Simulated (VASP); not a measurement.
Input of a VASP 6.6.1 run:

The input INCAR:

```
  ALGO = Normal
  EDIFF = 1E-7
  ENCUT = 520
  GGA = CA
  ISIF = 2
  ISMEAR = 0
  LASPH = T
  LCHARG = T
  LELF = T
  LREAL = F
  LVHAR = T
  LWAVE = F
  NBANDS = 32
  NELM = 60
  PREC = Accurate
  SIGMA = 0.03
```

The input KPOINTS:

```
k-points
0
Gamma
  11 11 6
```

POSCAR

```
Lu
1.0
    3.3823924653      0.0000000000      0.0000000000
   -1.6911962327      2.9292378005      0.0000000000
    0.0000000000      0.0000000000      5.2524129119
Lu
2
Direct
    0.3333333333      0.6666666667      0.2500000000
    0.6666666667      0.3333333333      0.7500000000
```

Potentials or basis: VASP PAW PBE potentials, release 64 (Lu).

Command:

```sh
$ cat potpaw_PBE.64/Lu/POTCAR > POTCAR
$ mpirun -np 1 vasp_std > vasp.out
```

Problem. Predict the pressure.

Solution. -0.1 GPa.

Problem. What does it give for the band gap on the k mesh?

Solution. Zero (band 25 reaches 3.62 eV, above the bottom of band 26 at 1.71 eV).

Stress tensor (GPa, compression positive):
```
 0.16  0.00  0.00
 0.00  0.16  0.00
 0.00  0.00 -0.54
```

Caveat: the PAW data sets were made with another functional, which shifts forces and pressure a little; spin-orbit coupling is left out, which moves the levels of the heavy elements.
